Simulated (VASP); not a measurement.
Set up this calculation in VASP 6.6.1, as the native input.

```yaml
Task: single point
Functional: PBE
Potentials_or_basis: VASP PAW PBE potentials, release 64 (K_sv, F)
Cutoff: 520 eV
k_mesh: 8 × 8 × 6
Occupations: gaussian, width 0.02 eV
Spin: no spin polarisation
Dipole_correction: no
Further_INCAR_settings: ALGO = Normal; EDIFF = 1e-07; NBANDS = 24
```

The structure of KF lies in POSCAR:

```
KF
1.0
    1.7798452622     -5.5514686832      0.0000000000
    1.7798452622      5.5514686832      0.0000000000
    0.0000000000      0.0000000000      3.9796260193
K F
2 2
Direct
    0.6282143773      0.3717856227      0.2500000000
    0.3717856227      0.6282143773      0.7500000000
    0.8691996075      0.1308003925      0.2500000000
    0.1308003925      0.8691996075      0.7500000000
```

These files were run (other wordings do the same):

INCAR

```
SYSTEM = KF
PREC = Accurate
ENCUT = 520
EDIFF = 1E-7
ISMEAR = 0
SIGMA = 0.02
LREAL = .FALSE.
LASPH = .TRUE.
NELM = 60
ALGO = Normal
ISIF = 2
LWAVE = .FALSE.
LCHARG = .FALSE.
GGA = PE
NBANDS = 24
```

KPOINTS

```
regular mesh
0
G
  8 8 6
  0 0 0
```

Potentials or basis: VASP PAW PBE potentials, release 64 (K_sv, F).

Launch:

```console
$ cat potpaw_PBE.64/K_sv/POTCAR potpaw_PBE.64/F/POTCAR > POTCAR
$ mpirun -np 1 vasp_std > vasp.out
```

It gave:

The pressure is 0.0 GPa. The largest force is 0.012 eV/Å and the band gap on the k mesh is 5.75 eV (least direct gap 5.78 eV).

Run time: 2.2 min on 1 thread of Intel(R) Xeon(R) Platinum 8488C (Sapphire Rapids), with other jobs on the host, peak memory 0.32 GiB.
